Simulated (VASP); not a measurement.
# BAs in VASP: further runs

Runs on BAs. Level: PBE. Tasks: single point, relaxation of cell and atoms.

Everything below comes from runs of VASP 6.6.1. Logs are shortened: lines on timing, memory, paths and dates and some standing lists are left out, and cuts for length are marked.

### 1 The cell of the first run

The typed cell holds 2 atoms: a = 3.145 Å, b = 3.145 Å, c = 2.704 Å, α = 90.00°, β = 90.00°, γ = 90.00°.

The cell was built from a structure type or drawn by symmetry, and may not be a known phase.

### 2 Single point, PBE

Input file INCAR:

```
SYSTEM = BAs
ALGO = Normal
EDIFF = 1E-6
ENCUT = 520
GGA = PE
ISIF = 2
ISMEAR = 0
LASPH = .TRUE.
LCHARG = .FALSE.
LREAL = .FALSE.
LWAVE = .FALSE.
NBANDS = 11
NELM = 60
PREC = Accurate
SIGMA = 0.1
```

Input file KPOINTS:

```
k-points
0
G
  6 6 6
  0 0 0
```

Input file POSCAR:

```
BAs
1.0
    3.1454058653      0.0000000000      0.0000000000
    0.0000000000      3.1454058653      0.0000000000
    0.0000000000      0.0000000000      2.7038217981
B As
1 1
Direct
    0.5000000000      0.5000000000      0.7461424433
    0.0000000000      0.0000000000      0.7462117667
```

Potentials or basis: VASP PAW PBE potentials, release 64 (B, As).

Command:

```console
$ cat potpaw_PBE.64/B/POTCAR potpaw_PBE.64/As/POTCAR > POTCAR
$ mpirun -np 1 vasp_std > vasp.out
```

OUTCAR:

```text
SYSTEM = BAs
   EDIFF = 1E-6
   ENCUT = 520
   GGA = PE
   ISIF = 2
   ISMEAR = 0
   LASPH = .TRUE.
   LREAL = .FALSE.
   NELM = 60
   PREC = Accurate

 ion  position               nearest neighbor table
   1  0.500  0.500  0.746-   2 2.22   2 2.22   2 2.22   2 2.22
   2  0.000  0.000  0.746-   1 2.22   1 2.22   1 2.22   1 2.22

  LATTYP: Found a simple tetragonal cell.
 ALAT       =     3.1454058653
 C/A-ratio  =     0.8596098290

  Lattice vectors:

 A1 = (   3.1454058653,   0.0000000000,   0.0000000000)
 A2 = (   0.0000000000,   3.1454058653,   0.0000000000)
 A3 = (   0.0000000000,   0.0000000000,   2.7038217981)

Analysis of symmetry for initial positions (statically):
=====================================================================
 Subroutine PRICEL returns:
 Original cell was already a primitive cell.

 Routine SETGRP: Setting up the symmetry group for a
 simple tetragonal supercell.

 Subroutine GETGRP returns: Found  8 space group operations
 (whereof  8 operations were pure point group operations)
 out of a pool of 16 trial point group operations.

The static configuration has the point symmetry C_4v.

Analysis of symmetry for dynamics (positions and initial velocities):
=====================================================================
 Subroutine PRICEL returns:
 Original cell was already a primitive cell.

 Routine SETGRP: Setting up the symmetry group for a
 simple tetragonal supercell.

 Subroutine GETGRP returns: Found  8 space group operations
 (whereof  8 operations were pure point group operations)
 out of a pool of 16 trial point group operations.

The dynamic configuration has the point symmetry C_4v.

 Subroutine INISYM returns: Found  8 space group operations
 (whereof  8 operations are pure point group operations),
 and found     1 'primitive' translations

----------------------------------------------------------------------------------------

                                     Primitive cell

  volume of cell :      26.7505

  direct lattice vectors                    reciprocal lattice vectors
     3.145405865  0.000000000  0.000000000     0.317923995  0.000000000  0.000000000
     0.000000000  3.145405865  0.000000000     0.000000000  0.317923995  0.000000000
     0.000000000  0.000000000  2.703821798     0.000000000  0.000000000  0.369846859

  length of vectors
     3.145405865  3.145405865  2.703821798     0.317923995  0.317923995  0.369846859

  position of ions in fractional coordinates (direct lattice)
     0.500000000  0.500000000  0.746142443
     0.000000000  0.000000000  0.746211767

  ion indices of the primitive-cell ions
   primitive index   ion index
                 1           1
                 2           2

----------------------------------------------------------------------------------------

 KPOINTS: k-points

Automatic generation of k-mesh.
 Grid dimensions read from file:
 generate k-points for:    6    6    6

 Generating k-lattice:

  Cartesian coordinates                     Fractional coordinates (reciprocal lattice)
     0.052987333  0.000000000  0.000000000     0.166666667  0.000000000  0.000000000
     0.000000000  0.052987333  0.000000000     0.000000000  0.166666667  0.000000000
     0.000000000  0.000000000  0.061641143     0.000000000  0.000000000  0.166666667

  Length of vectors
     0.052987333  0.052987333  0.061641143

  Shift w.r.t. Gamma in fractional coordinates (k-lattice)
     0.000000000  0.000000000  0.000000000

 Subroutine IBZKPT returns following result:
 ===========================================

 Found     40 irreducible k-points:

 Following reciprocal coordinates:
            Coordinates               Weight
  0.000000  0.000000  0.000000      1.000000
  0.166667  0.000000  0.000000      4.000000
  0.333333  0.000000  0.000000      4.000000
  0.500000  0.000000  0.000000      2.000000
  0.166667  0.166667  0.000000      4.000000
  0.333333  0.166667  0.000000      8.000000
[... 16 lines left out ...]
  0.333333  0.000000  0.333333      8.000000
  0.500000  0.000000  0.333333      4.000000
 [... further k-points ...]
   k-points           NKPTS =     40   k-points in BZ     NKDIM =     40   number of bands    NBANDS=     11
   number of dos      NEDOS =    301   number of ions     NIONS =      2
   total plane-waves  NPLWV =  11520
   dimension x,y,z NGX =    24 NGY =   24 NGZ =   20
   dimension x,y,z NGXF=    48 NGYF=   48 NGZF=   40
   ions per type =               1   1
   NGX,Y,Z   is equivalent  to a cutoff of  12.68, 12.68, 12.30 a.u.
   NGXF,Y,Z  is equivalent  to a cutoff of  25.37, 25.37, 24.59 a.u.
 SYSTEM =  BAs
   PREC   = accura    normal or accurate (medium, high low for compatibility)
   ISTART =      0    job   : 0-new  1-cont  2-samecut
   ICHARG =      2    charge: 1-file 2-atom 10-const
   ISPIN  =      1    spin polarized calculation?
   LNONCOLLINEAR =      F non collinear calculations
   LSORBIT =      F    spin-orbit coupling
   LASPH  =      T    aspherical Exc in radial PAW
   ENCUT  =  520.0 eV  38.22 Ry    6.18 a.u.   5.85  5.85  5.03*2*pi/ulx,y,z
   NELM   =     60;   NELMIN=  2; NELMDL= -5     # of ELM steps
   EDIFF  = 0.1E-05   stopping-criterion for ELM
   LREAL  =      F    real-space projection
   EDIFFG = 0.1E-04   stopping-criterion for IOM
   NSW    =      0    number of steps for IOM
   IBRION =     -1    ionic relax: 0-MD 1-quasi-New 2-CG
   NFREE  =      0    steps in history (QN), initial steepest desc. (CG)
   ISIF   =      2    stress and relaxation
   ISYM   =      2    0-nonsym 1-usesym 2-fastsym
   POTIM  = 0.5000    time-step for ionic-motion
   TEBEG  =    0.0;   TEEND  =   0.0 temperature during run
   PSTRESS=    0.0 pullay stress
   NELECT =       8.0000    total number of electrons
   NUPDOWN=      -1.0000    fix difference up-down
   EMIN   =  10.00;   EMAX   =-10.00  energy-range for DOS
   EFERMI =   0.00;   METHOD = LEGACY
   ISMEAR =     0;   SIGMA  =   0.10  broadening in eV -4-tet -1-fermi 0-gaus
   EFERMI_NEDOS =   21; number of points for ismear=-14 and -15
   IALGO  =     38    algorithm
   IMIX   =      4    mixing-type and parameters
     AMIX     =   0.40;   BMIX     =  1.00
     AMIX_MAG =   1.60;   BMIX_MAG =  1.00
  volume/ion in A,a.u.               =      13.38        90.26
  Fermi-wavevector in a.u.,A,eV,Ry     =   1.094782  2.068838 16.307233  1.198548
  Thomas-Fermi vector in A             =   2.231093
   LORBIT       =      0    0 simple, 1 ext, 2 COOP (PROOUT), +10 PAW based schemes
   GGA     = PE    functional components
   LHFCALC =     F    Hartree Fock is set to
   AEXX    =    0.0000 exact exchange contribution
   IVDW    =     0    specifies the selected vdW correction
   LEPSILON=     F    determine dielectric tensor
   LRPA    =     F    only Hartree local field effects (RPA)
 non-spin polarized calculation
 Gauss-broadening in eV      SIGMA  =   0.10
  energy-cutoff  :      520.00
  volume of cell :       26.75
 maximum number of plane-waves:       736
 NGX is ok and might be reduce to    24
   NGX = 11   NGY = 11   NGZ = 11

 number of electron       7.9999999 magnetization

 Free energy of the ion-electron system (eV)
  ---------------------------------------------------
  ext. energy  EPLUGINS =         0.00000000
  ---------------------------------------------------
  free energy    TOTEN  =        -9.28189747 eV

  energy without entropy =       -9.27775000  energy(sigma->0) =       -9.27982373

 E-fermi :   6.5284     XC(G=0): -10.9808

 val. band max:        6.4992635836   @ k =   0.3333   0.0000   0.3333
 cond. band min:       6.6184537422   @ k =   0.3333   0.0000   0.1667
 fundamental gap:      0.1191901586
 Fermi energy:         6.5283819934

 k-point     1 :       0.0000    0.0000    0.0000
  band No.  band energies     occupation
      1      -9.0956      2.00000
      2       3.6182      2.00000
      3       3.6182      2.00000
      4       5.2951      2.00000
      5       8.6252      0.00000
      6      11.1050      0.00000
      7      14.8906      0.00000
      8      15.8168      0.00000
      9      15.8168      0.00000
     10      16.2256      0.00000
     11      21.5359      0.00000

 k-point     2 :       0.1667    0.0000    0.0000
  band No.  band energies     occupation
      1      -8.7401      2.00000
      2       0.9237      2.00000
      3       4.0484      2.00000
      4       6.9821      0.00000
      5       8.9858      0.00000
      6      12.9096      0.00000
      7      13.5352      0.00000
      8      14.3701      0.00000
      9      15.5047      0.00000
     10      15.9365      0.00000
     11      24.1954      0.00000

 k-point     3 :       0.3333    0.0000    0.0000
  band No.  band energies     occupation
      1      -7.7499      2.00000
      2      -2.1401      2.00000
      3       5.3266      2.00000
      4       8.3316      0.00000
      5      10.0295      0.00000
      6      10.2306      0.00000
      7      12.3118      0.00000
      8      13.7600      0.00000
      9      16.8185      0.00000
     10      17.6657      0.00000
     11      22.1425      0.00000

 k-point     4 :       0.5000    0.0000    0.0000
  band No.  band energies     occupation
      1      -6.8632      2.00000
      2      -3.7534      2.00000
      3       7.3303      0.00000
      4       7.5011      0.00000
      5       9.2230      0.00000
      6      11.1377      0.00000
      7      11.3235      0.00000
      8      12.1321      0.00000
      9      17.9679      0.00000
     10      19.1906      0.00000
     11      22.6955      0.00000
[... 239 lines left out ...]
 k-point    22 :       0.1667    0.0000    0.3333
  band No.  band energies     occupation
      1      -6.9343      2.00000
      2       1.3616      2.00000
      3       2.4333      2.00000
      4       5.2324      2.00000
      5       7.8777      0.00000
      6      10.8193      0.00000
      7      14.5074      0.00000
      8      14.6306      0.00000
      9      16.1518      0.00000
     10      17.4377      0.00000
     11      18.0897      0.00000

 k-point    23 :       0.3333    0.0000    0.3333
  band No.  band energies     occupation
      1      -5.9481      2.00000
      2      -0.5249      2.00000
      3       2.4283      2.00000
      4       6.4993      1.31951
      5       6.8260      0.00003
      6      10.6699      0.00000
      7      11.4267      0.00000
      8      14.0805      0.00000
      9      17.6676      0.00000
     10      19.1310      0.00000
     11      19.5025      0.00000

 k-point    24 :       0.5000    0.0000    0.3333
  band No.  band energies     occupation
      1      -5.0497      2.00000
      2      -2.1247      2.00000
      3       3.5460      2.00000
      4       5.3257      2.00000
      5       8.2534      0.00000
      6       8.9621      0.00000
      7      11.3073      0.00000
      8      13.0051      0.00000
      9      18.6477      0.00000
     10      20.0622      0.00000
     11      20.3606      0.00000

 [... further k-points ...]

------------------------ aborting loop because EDIFF is reached ----------------------------------------

  FORCE on cell =-STRESS in cart. coord.  units (eV):
  Direction    XX          YY          ZZ          XY          YZ          ZX
  --------------------------------------------------------------------------------------
  -------------------------------------------------------------------------------------
  Total        0.0185686      0.0185686      0.0164012      0.0000000     -0.0000000      0.0000000
  in kB        1.1121383      1.1121383      0.9823219      0.0000000     -0.0000000      0.0000000
  external PRESSURE =       1.0688662 kB  Pullay stress =       0.0000000 kB

 VOLUME and BASIS-vectors are now :
 -----------------------------------------------------------------------------
  energy-cutoff  :      520.00
  volume of cell :       26.75
      direct lattice vectors                 reciprocal lattice vectors
     3.145405865  0.000000000  0.000000000     0.317923995  0.000000000  0.000000000
     0.000000000  3.145405865  0.000000000     0.000000000  0.317923995  0.000000000
     0.000000000  0.000000000  2.703821798     0.000000000  0.000000000  0.369846859

 POSITION                                       TOTAL-FORCE (eV/Angst)
 -----------------------------------------------------------------------------------
      1.57270      1.57270      2.01744         0.000000      0.000000      0.000404
      0.00000      0.00000      2.01762        -0.000000     -0.000000     -0.000404
 -----------------------------------------------------------------------------------
    total drift:                                0.000000     -0.000000      0.000025

  FREE ENERGIE OF THE ION-ELECTRON SYSTEM (eV)
  ---------------------------------------------------
  free  energy   TOTEN  =        -9.2818974736 eV

  energy  without entropy=       -9.2777499959  energy(sigma->0) =       -9.27982373
```

Wall time 3.5 s (1 thread of Intel Xeon 6975P-C (Granite Rapids), shared host); peak memory 0.13 GiB.

What came out:

```yaml
Free_energy: -9.2819 eV
Pressure: 0.1 GPa
Band_gap_on_the_k_mesh: zero (bands 4 and 5 overlap by 6.00 eV)
```

Caveat: the k points lie up to 0.39 Å⁻¹ apart, too coarse for converged energies and pressures of a metal.

(Part 1 of 2 ends here.)
